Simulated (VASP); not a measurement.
# Mg (Im-3m) in VASP: notebook

Mg is run at these levels: LDA; tasks: single point.

Everything below comes from runs of VASP 6.6.1. Logs are shortened: lines on timing, memory, paths and dates and some standing lists are left out, and cuts for length are marked.

### Step 1. The cell of the first run

The structure is cubic, space group Im-3m (No. 229). Conventional cell: a = 3.412 Å, b = 3.412 Å, c = 3.412 Å, α = 90.00°, β = 90.00°, γ = 90.00°. Mg (site symmetry m-3m) has 14 Mg at 2.95 to 3.41 Å within 3.9 Å.

### Step 2. Single point, LDA (volume scaled by 0.92)

File INCAR:

```
SYSTEM = Mg
PREC     = Accurate       ! precision mode
ENCUT    = 520            ! plane-wave cutoff, eV
EDIFF    = 1E-7           ! SCF threshold, eV
ISMEAR   = -1             ! smearing method
SIGMA    = 0.1            ! smearing width, eV
LREAL    = .False.        ! projectors in reciprocal space
LASPH    = .True.         ! aspherical terms in the spheres
NELM     = 100            ! most SCF steps
ALGO     = Normal         ! electronic algorithm
ISIF     = 2              ! what is computed and relaxed
LWAVE    = .False.        ! write WAVECAR
LCHARG   = .False.        ! write CHGCAR
GGA      = CA             ! functional
NBANDS   = 7              ! bands
```

File KPOINTS:

```
Automatic mesh
0
Gamma
  14 14 14
  0 0 0
```

File POSCAR:

```
Mg
1.0
   -1.7059434341      1.7059434341      1.7059434341
    1.7059434341     -1.7059434341      1.7059434341
    1.7059434341      1.7059434341     -1.7059434341
Mg
1
Direct
    0.0000000000      0.0000000000      0.0000000000
```

Potentials or basis: VASP PAW LDA potentials, release 64 (Mg).

The run is started by

```console
$ cat potpaw_LDA.64/Mg/POTCAR > POTCAR
$ mpirun -np 1 vasp_std > vasp.out
```

OUTCAR:

```text
SYSTEM = Mg
   PREC = Accurate
   ENCUT = 520
   EDIFF = 1E-7
   ISMEAR = -1
   LREAL = .False.
   LASPH = .True.
   NELM = 100
   ISIF = 2
   GGA = CA

 ion  position               nearest neighbor table
   1  0.000  0.000  0.000-

  LATTYP: Found a body centered cubic cell.
 ALAT       =     3.4118868682

  Lattice vectors:

 A1 = (  -1.7059434341,   1.7059434341,   1.7059434341)
 A2 = (   1.7059434341,  -1.7059434341,   1.7059434341)
 A3 = (   1.7059434341,   1.7059434341,  -1.7059434341)

Analysis of symmetry for initial positions (statically):
=====================================================================
 Subroutine PRICEL returns:
 Original cell was already a primitive cell.

 Routine SETGRP: Setting up the symmetry group for a
 body centered cubic supercell.

 Subroutine GETGRP returns: Found 48 space group operations
 (whereof 48 operations were pure point group operations)
 out of a pool of 48 trial point group operations.

The static configuration has the point symmetry O_h .

Analysis of symmetry for dynamics (positions and initial velocities):
=====================================================================
 Subroutine PRICEL returns:
 Original cell was already a primitive cell.

 Routine SETGRP: Setting up the symmetry group for a
 body centered cubic supercell.

 Subroutine GETGRP returns: Found 48 space group operations
 (whereof 48 operations were pure point group operations)
 out of a pool of 48 trial point group operations.

The dynamic configuration has the point symmetry O_h .

 Subroutine INISYM returns: Found 48 space group operations
 (whereof 48 operations are pure point group operations),
 and found     1 'primitive' translations

----------------------------------------------------------------------------------------

                                     Primitive cell

  volume of cell :      19.8588

  direct lattice vectors                    reciprocal lattice vectors
    -1.705943434  1.705943434  1.705943434     0.000000000  0.293092954  0.293092954
     1.705943434 -1.705943434  1.705943434     0.293092954  0.000000000  0.293092954
     1.705943434  1.705943434 -1.705943434     0.293092954  0.293092954  0.000000000

  length of vectors
     2.954780703  2.954780703  2.954780703     0.414496030  0.414496030  0.414496030

  position of ions in fractional coordinates (direct lattice)
     0.000000000  0.000000000  0.000000000

  ion indices of the primitive-cell ions
   primitive index   ion index
                 1           1

----------------------------------------------------------------------------------------

 KPOINTS: Automatic mesh

Automatic generation of k-mesh.
 Grid dimensions read from file:
 generate k-points for:   14   14   14

 Generating k-lattice:

  Cartesian coordinates                     Fractional coordinates (reciprocal lattice)
     0.000000000  0.020935211  0.020935211     0.071428571  0.000000000  0.000000000
     0.020935211  0.000000000  0.020935211     0.000000000  0.071428571  0.000000000
     0.020935211  0.020935211  0.000000000     0.000000000  0.000000000  0.071428571

  Length of vectors
     0.029606859  0.029606859  0.029606859

  Shift w.r.t. Gamma in fractional coordinates (k-lattice)
     0.000000000  0.000000000  0.000000000

 Subroutine IBZKPT returns following result:
 ===========================================

 Found    104 irreducible k-points:

 Following reciprocal coordinates:
            Coordinates               Weight
  0.000000  0.000000  0.000000      1.000000
  0.071429  0.000000  0.000000     12.000000
  0.142857  0.000000  0.000000     12.000000
  0.214286  0.000000  0.000000     12.000000
  0.285714  0.000000  0.000000     12.000000
  0.357143  0.000000  0.000000     12.000000
[... 16 lines left out ...]
  0.285714  0.285714  0.000000     24.000000
  0.357143  0.285714  0.000000     24.000000
 [... further k-points ...]
   k-points           NKPTS =    104   k-points in BZ     NKDIM =    104   number of bands    NBANDS=      7
   number of dos      NEDOS =    301   number of ions     NIONS =      1
   total plane-waves  NPLWV =  13824
   dimension x,y,z NGX =    24 NGY =   24 NGZ =   24
   dimension x,y,z NGXF=    48 NGYF=   48 NGZF=   48
   ions per type =               1
   NGX,Y,Z   is equivalent  to a cutoff of  13.50, 13.50, 13.50 a.u.
   NGXF,Y,Z  is equivalent  to a cutoff of  27.01, 27.01, 27.01 a.u.
 SYSTEM =  Mg
   PREC   = accura    normal or accurate (medium, high low for compatibility)
   ISTART =      0    job   : 0-new  1-cont  2-samecut
   ICHARG =      2    charge: 1-file 2-atom 10-const
   ISPIN  =      1    spin polarized calculation?
   LNONCOLLINEAR =      F non collinear calculations
   LSORBIT =      F    spin-orbit coupling
   LASPH  =      T    aspherical Exc in radial PAW
   ENCUT  =  520.0 eV  38.22 Ry    6.18 a.u.   5.49  5.49  5.49*2*pi/ulx,y,z
   NELM   =    100;   NELMIN=  2; NELMDL= -5     # of ELM steps
   EDIFF  = 0.1E-06   stopping-criterion for ELM
   LREAL  =      F    real-space projection
   EDIFFG = 0.1E-05   stopping-criterion for IOM
   NSW    =      0    number of steps for IOM
   IBRION =     -1    ionic relax: 0-MD 1-quasi-New 2-CG
   NFREE  =      0    steps in history (QN), initial steepest desc. (CG)
   ISIF   =      2    stress and relaxation
   ISYM   =      2    0-nonsym 1-usesym 2-fastsym
   POTIM  = 0.5000    time-step for ionic-motion
   TEBEG  =    0.0;   TEEND  =   0.0 temperature during run
   PSTRESS=    0.0 pullay stress
   NELECT =       2.0000    total number of electrons
   NUPDOWN=      -1.0000    fix difference up-down
   EMIN   =  10.00;   EMAX   =-10.00  energy-range for DOS
   EFERMI =   0.00;   METHOD = LEGACY
   ISMEAR =    -1;   SIGMA  =   0.10  broadening in eV -4-tet -1-fermi 0-gaus
   EFERMI_NEDOS =   21; number of points for ismear=-14 and -15
   IALGO  =     38    algorithm
   IMIX   =      4    mixing-type and parameters
     AMIX     =   0.40;   BMIX     =  1.00
     AMIX_MAG =   1.60;   BMIX_MAG =  1.00
  volume/ion in A,a.u.               =      19.86       134.01
  Fermi-wavevector in a.u.,A,eV,Ry     =   0.761670  1.439348  7.893301  0.580141
  Thomas-Fermi vector in A             =   1.860961
   LORBIT       =      0    0 simple, 1 ext, 2 COOP (PROOUT), +10 PAW based schemes
   GGA     = CA    functional components
   LHFCALC =     F    Hartree Fock is set to
   AEXX    =    0.0000 exact exchange contribution
   IVDW    =     0    specifies the selected vdW correction
   LEPSILON=     F    determine dielectric tensor
   LRPA    =     F    only Hartree local field effects (RPA)
 non-spin polarized calculation
  energy-cutoff  :      520.00
  volume of cell :       19.86
 maximum number of plane-waves:       555
 NGX is ok and might be reduce to    24
   NGX = 11   NGY = 11   NGZ = 11

 number of electron       2.0000000 magnetization

 Free energy of the ion-electron system (eV)
  ---------------------------------------------------
  ext. energy  EPLUGINS =         0.00000000
  ---------------------------------------------------
  free energy    TOTEN  =        -1.77263020 eV

  energy without entropy =       -1.76036351  energy(sigma->0) =       -1.76649685

 E-fermi :   3.3346     XC(G=0):  -9.1631

 val. band max:        3.3258237329   @ k =   0.3571   0.1429   0.1429
 cond. band min:       3.3742446408   @ k =  -0.4286   0.4286   0.3571
 fundamental gap:      0.0484209079
 Fermi energy:         3.3346048582

 k-point     1 :       0.0000    0.0000    0.0000
  band No.  band energies     occupation
      1      -4.2954      2.00000
      2      17.2013      0.00000
      3      17.2013      0.00000
      4      17.2013      0.00000
      5      19.4587      0.00000
      6      19.4587      0.00000
      7      20.1584      0.00000

 k-point     2 :       0.0714    0.0000    0.0000
  band No.  band energies     occupation
      1      -4.1632      2.00000
      2      15.8297      0.00000
      3      16.5771      0.00000
      4      16.7305      0.00000
      5      18.4394      0.00000
      6      18.5734      0.00000
      7      20.2680      0.00000

 k-point     3 :       0.1429    0.0000    0.0000
  band No.  band energies     occupation
      1      -3.7680      2.00000
      2      13.2362      0.00000
      3      15.4615      0.00000
      4      15.8909      0.00000
      5      17.2406      0.00000
      6      18.0628      0.00000
      7      20.5118      0.00000

 k-point     4 :       0.2143    0.0000    0.0000
  band No.  band energies     occupation
      1      -3.1135      2.00000
      2      10.6269      0.00000
      3      14.4110      0.00000
      4      15.1068      0.00000
      5      16.2391      0.00000
      6      17.4869      0.00000
      7      21.0825      0.00000

 k-point     5 :       0.2857    0.0000    0.0000
  band No.  band energies     occupation
      1      -2.2060      2.00000
      2       8.1752      0.00000
      3      13.5563      0.00000
      4      14.4752      0.00000
      5      15.4587      0.00000
      6      16.8920      0.00000
      7      21.8772      0.00000

 k-point     6 :       0.3571    0.0000    0.0000
  band No.  band energies     occupation
      1      -1.0547      2.00000
      2       5.9175      0.00000
      3      12.9339      0.00000
      4      14.0194      0.00000
      5      14.9024      0.00000
      6      16.3944      0.00000
      7      22.6430      0.00000

 k-point     7 :       0.4286    0.0000    0.0000
  band No.  band energies     occupation
      1       0.3220      2.00000
      2       3.8770      0.00878
      3      12.5572      0.00000
      4      13.7453      0.00000
      5      14.5694      0.00000
      6      16.0697      0.00000
      7      23.4372      0.00000
[... 121 lines left out ...]
 k-point    20 :       0.2143    0.2143    0.0000
  band No.  band energies     occupation
      1      -0.8012      2.00000
      2       7.3204      0.00000
      3       8.4217      0.00000
      4      13.1514      0.00000
      5      17.4888      0.00000
      6      18.7573      0.00000
      7      22.5921      0.00000

 k-point    21 :       0.2857    0.2143    0.0000
  band No.  band energies     occupation
      1       0.4502      2.00000
      2       5.5622      0.00000
      3       7.5833      0.00000
      4      12.7097      0.00000
      5      17.4765      0.00000
      6      19.4026      0.00000
      7      22.2122      0.00000

 k-point    22 :       0.3571    0.2143    0.0000
  band No.  band energies     occupation
      1       1.8860      2.00000
      2       3.7524      0.03021
      3       7.2814      0.00000
      4      12.4854      0.00000
      5      17.3473      0.00000
      6      20.4401      0.00000
      7      21.4759      0.00000

 k-point    23 :       0.2857    0.2857    0.0000
  band No.  band energies     occupation
      1       1.7867      2.00000
      2       4.8116      0.00000
      3       5.9892      0.00000
      4      12.3715      0.00000
      5      18.3334      0.00000
      6      19.4078      0.00000
      7      21.9325      0.00000

 k-point    24 :       0.3571    0.2857    0.0000
  band No.  band energies     occupation
      1       3.0298      1.90938
      2       3.6625      0.07259
      3       5.5573      0.00000
      4      12.2576      0.00000
      5      18.5734      0.00000
      6      19.8763      0.00000
      7      21.1081      0.00000

 [... further k-points ...]

------------------------ aborting loop because EDIFF is reached ----------------------------------------

  FORCE on cell =-STRESS in cart. coord.  units (eV):
  Direction    XX          YY          ZZ          XY          YZ          ZX
  --------------------------------------------------------------------------------------
  -------------------------------------------------------------------------------------
  Total        0.4371490      0.4371490      0.4371490      0.0000000     -0.0000000      0.0000000
  in kB       35.2684370     35.2684370     35.2684370      0.0000000     -0.0000000      0.0000000
  external PRESSURE =      35.2684370 kB  Pullay stress =       0.0000000 kB

 VOLUME and BASIS-vectors are now :
 -----------------------------------------------------------------------------
  energy-cutoff  :      520.00
  volume of cell :       19.86
      direct lattice vectors                 reciprocal lattice vectors
    -1.705943434  1.705943434  1.705943434     0.000000000  0.293092954  0.293092954
     1.705943434 -1.705943434  1.705943434     0.293092954  0.000000000  0.293092954
     1.705943434  1.705943434 -1.705943434     0.293092954  0.293092954  0.000000000

 POSITION                                       TOTAL-FORCE (eV/Angst)
 -----------------------------------------------------------------------------------
      0.00000      0.00000      0.00000         0.000000     -0.000000     -0.000000
 -----------------------------------------------------------------------------------
    total drift:                                0.000000      0.000000      0.000000

  FREE ENERGIE OF THE ION-ELECTRON SYSTEM (eV)
  ---------------------------------------------------
  free  energy   TOTEN  =        -1.7726301957 eV

  energy  without entropy=       -1.7603635057  energy(sigma->0) =       -1.76649685
```

Run time: 27 s. Hardware: 1 thread of Intel Xeon 6975P-C, shared host; peak memory 0.1 GiB.

What came out:

```yaml
Free_energy: -1.7726 eV
Pressure: 3.5 GPa
Band_gap_on_the_k_mesh: zero (band 1 reaches 7.38 eV, above the bottom of band 2 at 2.37 eV)
```

Levels at points of the mesh, in eV from the Fermi level:
```csv
k point,band 1,band 2,band 3,band 4,band 5,band 6
"(0.00, 0.00, 0.00)",-7.63,13.87,13.87,13.87,16.12,16.12
"(0.50, 0.00, 0.00)",-1.72,-0.97,9.10,10.32,11.12,12.62
"(0.50, 0.50, 0.50)",4.05,4.05,4.22,4.22,4.22,8.86
```

Caveat: the cell differs from its parent crystal (volume scaled by 0.92).

### Step 3. Single point, LDA (volume scaled by 0.96)

File INCAR:

```
PREC = Accurate
ENCUT = 520
EDIFF = 1E-6
ISMEAR = -1
SIGMA = 0.1
LREAL = F
LASPH = T
NELM = 80
ALGO = Normal
ISIF = 2
LWAVE = F
LCHARG = F
GGA = CA
NBANDS = 7
```

File KPOINTS:

```
regular mesh
0
Gamma
  14 14 14
```

File POSCAR:

```
Mg
1.0
   -1.7303173476      1.7303173476      1.7303173476
    1.7303173476     -1.7303173476      1.7303173476
    1.7303173476      1.7303173476     -1.7303173476
Mg
1
Direct
    0.0000000000      0.0000000000      0.0000000000
```

Potentials or basis: VASP PAW LDA potentials, release 64 (Mg).

The run is started by

```console
$ cat potpaw_LDA.64/Mg/POTCAR > POTCAR
$ mpirun -np 1 vasp_std > vasp.out
```

OUTCAR:

```text
PREC = Accurate
   ENCUT = 520
   EDIFF = 1E-6
   ISMEAR = -1
   LREAL = F
   LASPH = T
   NELM = 80
   ISIF = 2
   GGA = CA

 ion  position               nearest neighbor table
   1  0.000  0.000  0.000-

  LATTYP: Found a body centered cubic cell.
 ALAT       =     3.4606346952

  Lattice vectors:

 A1 = (  -1.7303173476,   1.7303173476,   1.7303173476)
 A2 = (   1.7303173476,  -1.7303173476,   1.7303173476)
 A3 = (   1.7303173476,   1.7303173476,  -1.7303173476)

[... 409 lines left out ...]
 k-point    24 :       0.3571    0.2857    0.0000
  band No.  band energies     occupation
      1       2.8177      1.86775
      2       3.4092      0.07344
      3       5.2055      0.00000
      4      11.7306      0.00000
      5      17.9591      0.00000
      6      19.2423      0.00000
      7      20.2936      0.00000

 [... further k-points ...]
[... 5 lines left out ...]
  --------------------------------------------------------------------------------------
  -------------------------------------------------------------------------------------
  Total        0.1825332      0.1825332      0.1825332      0.0000000      0.0000000      0.0000000
  in kB       14.1128665     14.1128665     14.1128665      0.0000000      0.0000000      0.0000000
  external PRESSURE =      14.1128665 kB  Pullay stress =       0.0000000 kB

 VOLUME and BASIS-vectors are now :
 -----------------------------------------------------------------------------
  energy-cutoff  :      520.00
  volume of cell :       20.72
      direct lattice vectors                 reciprocal lattice vectors
    -1.730317348  1.730317348  1.730317348     0.000000000  0.288964334  0.288964334
     1.730317348 -1.730317348  1.730317348     0.288964334  0.000000000  0.288964334
     1.730317348  1.730317348 -1.730317348     0.288964334  0.288964334  0.000000000

 POSITION                                       TOTAL-FORCE (eV/Angst)
 -----------------------------------------------------------------------------------
      0.00000      0.00000      0.00000        -0.000000     -0.000000      0.000000
 -----------------------------------------------------------------------------------
    total drift:                                0.000000      0.000000      0.000000

  FREE ENERGIE OF THE ION-ELECTRON SYSTEM (eV)
  ---------------------------------------------------
  free  energy   TOTEN  =        -1.7857600596 eV

  energy  without entropy=       -1.7732756472  energy(sigma->0) =       -1.77951785
```

OSZICAR:

```text
N       E                     dE             d eps       ncg     rms          rms(c)
DAV:   1    -0.113733504904E+01   -0.11373E+01   -0.83756E+02  1596   0.196E+02
DAV:   2    -0.179615777770E+01   -0.65882E+00   -0.63378E+00  1911   0.117E+01
DAV:   3    -0.179811241492E+01   -0.19546E-02   -0.19537E-02  1827   0.703E-01
DAV:   4    -0.179811487632E+01   -0.24614E-05   -0.24611E-05  2093   0.198E-02
DAV:   5    -0.179811488562E+01   -0.93060E-08   -0.93196E-08  1841   0.748E-04    0.659E-01
DAV:   6    -0.179112352409E+01    0.69914E-02   -0.27347E-04  1673   0.820E-02    0.418E-01
DAV:   7    -0.178576417683E+01    0.53593E-02   -0.10291E-03  1491   0.153E-01    0.211E-02
DAV:   8    -0.178576048630E+01    0.36905E-05   -0.81743E-06  2331   0.151E-02    0.520E-03
DAV:   9    -0.178576005965E+01    0.42665E-06   -0.40144E-07  1386   0.277E-03
   1 F= -.17857601E+01 E0= -.17795179E+01  d E =-.124844E-01
```

Wall time 25 s (1 thread of Intel Xeon 6975P-C, shared host); peak memory 0.1 GiB.

Results:

* Free energy: -1.7858 eV
* Pressure: 1.4 GPa
* Band gap on the k mesh: zero (band 1 reaches 7.13 eV, above the bottom of band 2 at 2.11 eV)

Caveat: the cell differs from its parent crystal (volume scaled by 0.96).

### Step 4. Single point, LDA

This run uses another cell than the first one, of 21.59 Å³/atom, 1.087 times its volume.

File INCAR:

```
ALGO = Normal ; EDIFF = 1E-7
ENCUT = 520 ; ISIF = 2
ISMEAR = -1 ; LASPH = T
LCHARG = F ; LREAL = F
LWAVE = F ; NBANDS = 7
NELM = 80 ; PREC = Accurate
SIGMA = 0.1
```

File KPOINTS:

```
k-points
0
Gamma
  14 14 14
```

File POSCAR:

```
Mg
1.0
   -1.7540232708      1.7540232708      1.7540232708
    1.7540232708     -1.7540232708      1.7540232708
    1.7540232708      1.7540232708     -1.7540232708
Mg
1
Direct
    0.0000000000      0.0000000000      0.0000000000
```

The run is started by

```console
$ cat potpaw_LDA.64/Mg/POTCAR > POTCAR
$ mpirun -np 1 vasp_std > vasp.out
```

Run time: 26 s. Hardware: 1 thread of Intel Xeon 6975P-C, shared host; peak memory 0.1 GiB.

Results (log left out):

```yaml
Free_energy: -1.7886 eV
Pressure: -0.3 GPa
Band_gap_on_the_k_mesh: zero (band 1 reaches 6.81 eV, above the bottom of band 2 at 1.88 eV)
```

Levels at points of the mesh, in eV from the Fermi level:
```csv
k point,band 1,band 2,band 3,band 4,band 5
"(0.00, 0.00, 0.00)",-7.24,13.30,13.30,13.30,15.46
"(0.50, 0.00, 0.00)",-1.58,-0.97,8.81,9.63,10.55
"(0.50, 0.50, 0.50)",3.96,3.96,3.96,4.05,4.05
```

### Step 5. The runs side by side

```tsv
cell	gap on the mesh (eV)	pressure (GPa)
a = 2.955 Å, angles 109.5°, 1 atom	none	3.5
a = 2.997 Å, angles 109.5°, 1 atom	none	1.4
a = 3.038 Å, angles 109.5°, 1 atom	none	-0.3
```

Alike in all rows: task single point; level LDA; potentials or basis VASP PAW LDA potentials, release 64 (Mg); no spin polarisation; k mesh 14 × 14 × 14; cutoff (eV) 520; smearing fermi-dirac 0.1 eV.

Absolute energies hang on the potentials; compare differences alone.
